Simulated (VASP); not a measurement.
# HfN (P6_3/mmc) in VASP: a series of runs

HfN is run at these levels: PBEsol; tasks: single point, relaxation of cell and atoms.

All numbers are computed with VASP 6.6.1; they aren't measurements. Logs are shortened: lines on timing, memory, paths and dates and some standing lists are left out, and cuts for length are marked.

## Step 1: The cell of the first run

The structure is hexagonal, space group P6_3/mmc (No. 194). Conventional cell: a = 3.116 Å, b = 3.116 Å, c = 5.638 Å, α = 90.00°, β = 90.00°, γ = 120.00°. Within 3.2 Å of Hf (site symmetry -3m) lie 6 N at 2.29 Å and 8 Hf at 2.82 to 3.12 Å. N (site symmetry -6m2) has 6 Hf at 2.29 Å and 6 N at 3.12 Å within 3.2 Å.

## Step 2: Single point, PBEsol

File INCAR:

```
SYSTEM = HfN
PREC = Accurate ; ENCUT = 520
EDIFF = 1E-6 ; ISMEAR = 0
SIGMA = 0.1 ; LREAL = .False.
LASPH = .True. ; NELM = 60
ALGO = Normal ; ISIF = 2
LWAVE = .False. ; LCHARG = .False.
GGA = PS ; NBANDS = 23
```

File KPOINTS:

```
regular mesh
0
Gamma
  12 12 9
  0 0 0
```

File POSCAR:

```
HfN
1.0
    3.1160085603      0.0000000000      0.0000000000
   -1.5580042802      2.6985425717      0.0000000000
    0.0000000000      0.0000000000      5.6381653451
Hf N
2 2
Direct
    0.0000000000      0.0000000000      0.0000000000
    0.0000000000      0.0000000000      0.5000000000
    0.3333333333      0.6666666667      0.2500000000
    0.6666666667      0.3333333333      0.7500000000
```

Potentials or basis: VASP PAW PBE potentials, release 64 (Hf_pv, N).

The run is started by

```sh
$ cat potpaw_PBE.64/Hf_pv/POTCAR potpaw_PBE.64/N/POTCAR > POTCAR
$ mpirun -np 1 vasp_std > vasp.out
```

OUTCAR:

```text
SYSTEM = HfN
   PREC = Accurate
   ENCUT = 520
   EDIFF = 1E-6
   ISMEAR = 0
   LREAL = .False.
   LASPH = .True.
   NELM = 60
   ISIF = 2
   GGA = PS

 ion  position               nearest neighbor table
   1  0.000  0.000  0.000-   3 2.29   4 2.29   4 2.29   3 2.29   4 2.29   3 2.29   2 2.82   2 2.82

   2  0.000  0.000  0.500-   3 2.29   4 2.29   4 2.29   3 2.29   4 2.29   3 2.29   1 2.82   1 2.82

   3  0.333  0.667  0.250-   1 2.29   2 2.29   1 2.29   2 2.29   1 2.29   2 2.29
   4  0.667  0.333  0.750-   1 2.29   2 2.29   1 2.29   2 2.29   1 2.29   2 2.29

  LATTYP: Found a hexagonal cell.
 ALAT       =     3.1160085603
 C/A-ratio  =     1.8094190809

  Lattice vectors:

 A1 = (   3.1160085603,   0.0000000000,   0.0000000000)
 A2 = (  -1.5580042802,   2.6985425717,   0.0000000000)
 A3 = (   0.0000000000,   0.0000000000,   5.6381653451)

Analysis of symmetry for initial positions (statically):
=====================================================================
 Subroutine PRICEL returns:
 Original cell was already a primitive cell.

 Routine SETGRP: Setting up the symmetry group for a
 hexagonal supercell.

 Subroutine GETGRP returns: Found 24 space group operations
 (whereof 12 operations were pure point group operations)
 out of a pool of 24 trial point group operations.

The static configuration has the point symmetry D_3d.
 The point group associated with its full space group is D_6h.

Analysis of symmetry for dynamics (positions and initial velocities):
=====================================================================
 Subroutine PRICEL returns:
 Original cell was already a primitive cell.

 Routine SETGRP: Setting up the symmetry group for a
 hexagonal supercell.

 Subroutine GETGRP returns: Found 24 space group operations
 (whereof 12 operations were pure point group operations)
 out of a pool of 24 trial point group operations.

The dynamic configuration has the point symmetry D_3d.
 The point group associated with its full space group is D_6h.

 Subroutine INISYM returns: Found 24 space group operations
 (whereof 12 operations are pure point group operations),
 and found     1 'primitive' translations

----------------------------------------------------------------------------------------

                                     Primitive cell

  volume of cell :      47.4095

  direct lattice vectors                    reciprocal lattice vectors
     3.116008560  0.000000000  0.000000000     0.320923380  0.185285200  0.000000000
    -1.558004280  2.698542572  0.000000000     0.000000000  0.370570400  0.000000000
[... 91 lines left out ...]
   EDIFFG = 0.1E-04   stopping-criterion for IOM
   NSW    =      0    number of steps for IOM
   IBRION =     -1    ionic relax: 0-MD 1-quasi-New 2-CG
   NFREE  =      0    steps in history (QN), initial steepest desc. (CG)
   ISIF   =      2    stress and relaxation
   ISYM   =      2    0-nonsym 1-usesym 2-fastsym
   POTIM  = 0.5000    time-step for ionic-motion
   TEBEG  =    0.0;   TEEND  =   0.0 temperature during run
   PSTRESS=    0.0 pullay stress
   NELECT =      30.0000    total number of electrons
   NUPDOWN=      -1.0000    fix difference up-down
   EMIN   =  10.00;   EMAX   =-10.00  energy-range for DOS
   EFERMI =   0.00;   METHOD = LEGACY
   ISMEAR =     0;   SIGMA  =   0.10  broadening in eV -4-tet -1-fermi 0-gaus
   EFERMI_NEDOS =   21; number of points for ismear=-14 and -15
   IALGO  =     38    algorithm
   IMIX   =      4    mixing-type and parameters
     AMIX     =   0.40;   BMIX     =  1.00
     AMIX_MAG =   1.60;   BMIX_MAG =  1.00
  volume/ion in A,a.u.               =      11.85        79.98
  Fermi-wavevector in a.u.,A,eV,Ry     =   1.405486  2.655984 26.876843  1.975392
  Thomas-Fermi vector in A             =   2.527943
   LORBIT       =      0    0 simple, 1 ext, 2 COOP (PROOUT), +10 PAW based schemes
   GGA     = PS    functional components
   LHFCALC =     F    Hartree Fock is set to
   AEXX    =    0.0000 exact exchange contribution
   IVDW    =     0    specifies the selected vdW correction
   LEPSILON=     F    determine dielectric tensor
   LRPA    =     F    only Hartree local field effects (RPA)
 non-spin polarized calculation
 Gauss-broadening in eV      SIGMA  =   0.10
  energy-cutoff  :      520.00
  volume of cell :       47.41
 maximum number of plane-waves:      1290
 NGX is ok and might be reduce to    24
   NGX = 11   NGY = 11   NGZ = 21

 number of electron      29.9999998 magnetization

 Free energy of the ion-electron system (eV)
  ---------------------------------------------------
  ext. energy  EPLUGINS =         0.00000000
  ---------------------------------------------------
  free energy    TOTEN  =       -44.48736491 eV

  energy without entropy =      -44.47992009  energy(sigma->0) =      -44.48364250

 E-fermi :   7.5606     XC(G=0): -12.7024

 val. band max:        7.5524805959   @ k =   0.2500   0.2500   0.2222
 cond. band min:       7.5611349728   @ k =   0.2500   0.1667   0.4444
 fundamental gap:      0.0086543769
 Fermi energy:         7.5605580745

 k-point     1 :       0.0000    0.0000    0.0000
  band No.  band energies     occupation
      1     -24.3094      2.00000
      2     -23.2855      2.00000
      3     -23.2855      2.00000
      4     -23.1434      2.00000
      5     -23.1434      2.00000
      6     -22.8908      2.00000
[... 613 lines left out ...]
     22      13.1355      0.00000
     23      14.5529      0.00000

 [... further k-points ...]

------------------------ aborting loop because EDIFF is reached ----------------------------------------

  FORCE on cell =-STRESS in cart. coord.  units (eV):
  Direction    XX          YY          ZZ          XY          YZ          ZX
  --------------------------------------------------------------------------------------
  -------------------------------------------------------------------------------------
  Total       -0.4682964     -0.4682964     -0.7602510      0.0000000     -0.0000000     -0.0000000
  in kB      -15.8257990    -15.8257990    -25.6922324      0.0000000     -0.0000000     -0.0000000
  external PRESSURE =     -19.1146101 kB  Pullay stress =       0.0000000 kB

 VOLUME and BASIS-vectors are now :
 -----------------------------------------------------------------------------
  energy-cutoff  :      520.00
  volume of cell :       47.41
      direct lattice vectors                 reciprocal lattice vectors
     3.116008560  0.000000000  0.000000000     0.320923380  0.185285200  0.000000000
    -1.558004280  2.698542572  0.000000000     0.000000000  0.370570400  0.000000000
     0.000000000  0.000000000  5.638165345     0.000000000  0.000000000  0.177362659

 POSITION                                       TOTAL-FORCE (eV/Angst)
 -----------------------------------------------------------------------------------
      0.00000      0.00000      0.00000        -0.000000      0.000000     -0.000000
      0.00000      0.00000      2.81908        -0.000000      0.000000     -0.000000
     -0.00000      1.79903      1.40954        -0.000000      0.000000     -0.000000
      1.55800      0.89951      4.22862         0.000000     -0.000000      0.000000
 -----------------------------------------------------------------------------------
    total drift:                               -0.000000      0.000000      0.000000

  FREE ENERGIE OF THE ION-ELECTRON SYSTEM (eV)
  ---------------------------------------------------
  free  energy   TOTEN  =       -44.4873649080 eV

  energy  without entropy=      -44.4799200898  energy(sigma->0) =      -44.48364250
```

OSZICAR:

```text
N       E                     dE             d eps       ncg     rms          rms(c)
DAV:   1     0.119152183077E+03    0.11915E+03   -0.16374E+04  4370   0.129E+03
DAV:   2    -0.428013569922E+02   -0.16195E+03   -0.15368E+03  5611   0.318E+02
DAV:   3    -0.496910431438E+02   -0.68897E+01   -0.68205E+01  5720   0.530E+01
DAV:   4    -0.497572742226E+02   -0.66231E-01   -0.66128E-01  5090   0.565E+00
DAV:   5    -0.497582063535E+02   -0.93213E-03   -0.93185E-03  5936   0.556E-01    0.702E+01
DAV:   6    -0.447117768239E+02    0.50464E+01   -0.24426E+01  5189   0.245E+01    0.584E+01
DAV:   7    -0.445411360986E+02    0.17064E+00   -0.18043E+00  5119   0.782E+00    0.275E+01
DAV:   8    -0.444961798272E+02    0.44956E-01   -0.16999E-01  5535   0.270E+00    0.526E+00
DAV:   9    -0.444884378453E+02    0.77420E-02   -0.46647E-02  5191   0.121E+00    0.350E+00
DAV:  10    -0.444874971844E+02    0.94066E-03   -0.72004E-03  5323   0.521E-01    0.710E-01
DAV:  11    -0.444873653131E+02    0.13187E-03   -0.73597E-04  5365   0.177E-01    0.733E-02
DAV:  12    -0.444873644768E+02    0.83632E-06   -0.32937E-05  5415   0.395E-02    0.974E-02
DAV:  13    -0.444873649080E+02   -0.43118E-06   -0.18561E-06  4404   0.856E-03
   1 F= -.44487365E+02 E0= -.44483642E+02  d E =-.744482E-02
```

Run time: 1.8 min. Hardware: 1 thread of Intel Xeon 8259CL, shared host; peak memory 0.23 GiB.

Results:

```yaml
Free_energy: -44.4874 eV
Pressure: -1.9 GPa
Band_gap_on_the_k_mesh: zero (bands 15 and 16 overlap by 1.94 eV)
```

Stress tensor (GPa, compression positive):
```
-1.58  0.00  0.00
 0.00 -1.58  0.00
 0.00  0.00 -2.57
```

Caveat: the PAW data sets were made with another functional, which shifts forces and pressure a little; spin-orbit coupling is left out, which moves the levels of the heavy elements.

## Step 3: Relaxation of cell and atoms, PBEsol

This run uses another cell than the first one, of 11.40 Å³/atom.

File INCAR:

```
SYSTEM = HfN
PREC = Accurate
ENCUT = 600
EDIFF = 1E-7
ISMEAR = 0
SIGMA = 0.1
LREAL = .False.
LASPH = .True.
NELM = 80
ALGO = Normal
ISIF = 3
LWAVE = .False.
LCHARG = .False.
GGA = PS
IBRION = 2
NSW = 65
EDIFFG = -0.01
```

File KPOINTS:

```
Automatic mesh
0
Gamma
  12 12 9
  0 0 0
```

File POSCAR:

```
HfN
1.0
    3.1831777528      0.0000000000      0.0000000000
   -1.5915888764      2.7567127987      0.0000000000
    0.0000000000      0.0000000000      5.1975696271
Hf N
2 2
Direct
    0.0000000000      0.0000000000      0.0000000000
    0.0000000000      0.0000000000      0.5000000000
    0.3333333333      0.6666666667      0.2500000000
    0.6666666667      0.3333333333      0.7500000000
```

Potentials or basis: VASP PAW PBE potentials, release 64 (Hf_pv, N).

The run is started by

```sh
$ cat potpaw_PBE.64/Hf_pv/POTCAR potpaw_PBE.64/N/POTCAR > POTCAR
$ mpirun -np 1 vasp_std > vasp.out
```

Run time: 16 min. Hardware: 1 thread of Intel Xeon 8259CL, shared host; peak memory 0.26 GiB.

It converged, with:

```yaml
Free_energy: -44.4922 eV
Relaxed_volume: 11.76 Å³/atom
Relaxed_cell: a = 3.110 Å, b = 3.110 Å, c = 5.618 Å, α = 90.00°, β = 90.00°, γ = 120.00°
Space_group_after_relaxing_to_0.1_Å: P6_3/mmc (No. 194)
Energy_gained_by_relaxing: 112.0 meV/atom
Ionic_steps: 9
Pressure_after_relaxing: 0.0 GPa
Band_gap_on_the_k_mesh: zero (bands 15 and 16 overlap by 1.94 eV)
```

Step by step:
| step | energy change (eV) | largest force (eV/Å) | pressure (GPa) | volume (Å³) |
| --- | --- | --- | --- | --- |
| 1 | 0.0000 | 0.0000 | 13.54 | 45.61 |
| 2 | -0.0382 | 0.0000 | -21.99 | 51.97 |
| 3 | -0.3713 | 0.0000 | -7.86 | 48.77 |
| 4 | -0.3722 | 0.0000 | -7.07 | 48.63 |
| 5 | -0.4266 | 0.0000 | 4.65 | 46.20 |
| 6 | -0.4480 | 0.0000 | 0.30 | 47.01 |
| 7 | -0.4480 | 0.0000 | 0.46 | 46.98 |
| 8 | -0.4478 | 0.0000 | -0.66 | 47.17 |
| 9 | -0.4481 | 0.0000 | 0.00 | 47.06 |

Final structure:
```yaml
crystal:
  lattice:
    - [3.11013, 0.00000, 0.00000]
    - [-1.55507, 2.69345, 0.00000]
    - [0.00000, 0.00000, 5.61768]
  atoms:
    - { symbol: Hf, position: [0.00000, 0.00000, 0.00000] }
    - { symbol: Hf, position: [0.00000, 0.00000, 0.50000] }
    - { symbol: N, position: [0.33333, 0.66667, 0.25000] }
    - { symbol: N, position: [0.66667, 0.33333, 0.75000] }
```

Levels at points of the mesh, in eV from the Fermi level:
```tsv
k point	band 13	band 14	band 15	band 16	band 17	band 18
(0.00, 0.00, 0.00)	-2.91	-2.29	-2.29	0.87	0.87	0.89
(0.50, 0.00, 0.00)	-3.88	-2.94	-2.77	0.04	4.01	4.64
```

Caveat: the PAW data sets were made with another functional, which shifts forces and pressure a little; spin-orbit coupling is left out, which moves the levels of the heavy elements.

## Step 4: Single point, PBEsol

File INCAR:

```
SYSTEM = HfN
PREC     = Accurate       ! precision mode
ENCUT    = 520            ! plane-wave cutoff, eV
EDIFF    = 1E-6           ! SCF threshold, eV
ISMEAR   = 0              ! smearing method
SIGMA    = 0.1            ! smearing width, eV
LREAL    = .False.        ! projectors in reciprocal space
LASPH    = .True.         ! aspherical terms in the spheres
NELM     = 80             ! most SCF steps
ALGO     = Normal         ! electronic algorithm
ISIF     = 2              ! what is computed and relaxed
LWAVE    = .False.        ! write WAVECAR
LCHARG   = .True.         ! write CHGCAR
GGA      = PS             ! functional
LELF     = .True.         ! ELF
LVHAR    = .True.       
NBANDS   = 23             ! bands
```

File KPOINTS:

```
regular mesh
0
Gamma
  21 21 18
  0 0 0
```

File POSCAR:

```
HfN
1.0
    3.1160085603      0.0000000000      0.0000000000
   -1.5580042802      2.6985425717      0.0000000000
    0.0000000000      0.0000000000      5.6381653451
Hf N
2 2
Direct
    0.0000000000      0.0000000000      0.0000000000
    0.0000000000      0.0000000000      0.5000000000
    0.3333333333      0.6666666667      0.2500000000
    0.6666666667      0.3333333333      0.7500000000
```

The run is started by

```sh
$ cat potpaw_PBE.64/Hf_pv/POTCAR potpaw_PBE.64/N/POTCAR > POTCAR
$ mpirun -np 1 vasp_std > vasp.out
```

It took 9 min on 1 thread of Intel Xeon 8259CL, shared host; peak memory 0.53 GiB.

Results (log left out):

```
Free energy            : -44.4847 eV
Pressure               : -1.9 GPa
Band gap on the k mesh : zero (bands 15 and 16 overlap by 2.19 eV)
```

Stress tensor (GPa, compression positive):
```
-1.34  0.00  0.00
 0.00 -1.34  0.00
 0.00  0.00 -3.01
```

Levels at points of the mesh, in eV from the Fermi level:
```tsv
k point	band 12	band 13	band 14	band 15	band 16	band 17	band 18	band 19
(0.00, 0.00, 0.00)	-2.91	-2.89	-2.25	-2.25	0.88	0.88	0.92	0.92
(0.00, 0.00, 0.50)	-4.01	-4.01	-4.01	0.80	0.80	1.83	1.83	1.83
```

Caveat: the PAW data sets were made with another functional, which shifts forces and pressure a little; spin-orbit coupling is left out, which moves the levels of the heavy elements.

## Step 5: Overview

```tsv
task	cell	k mesh	cutoff (eV)	gap on the mesh (eV)	pressure (GPa)
single point	a = 3.116, b = 3.116, c = 5.638 Å, angles 90.0, 90.0, 120.0°, 4 atoms	12 × 12 × 9	520	none	-1.9
relaxation of cell and atoms	relaxed from a = 3.183, b = 3.183, c = 5.198 Å, angles 90.0, 90.0, 120.0°, 4 atoms	12 × 12 × 9	600	none	0.0
single point	a = 3.116, b = 3.116, c = 5.638 Å, angles 90.0, 90.0, 120.0°, 4 atoms	21 × 21 × 18	520	none	-1.9
```

Alike in all rows: level PBEsol; potentials or basis VASP PAW PBE potentials, release 64 (Hf_pv, N); no spin polarisation; smearing gaussian 0.1 eV.

Caveats: the PAW data sets were made with another functional, which shifts forces and pressure a little; spin-orbit coupling is left out, which moves the levels of the heavy elements.

Absolute energies hang on the potentials; compare differences alone.
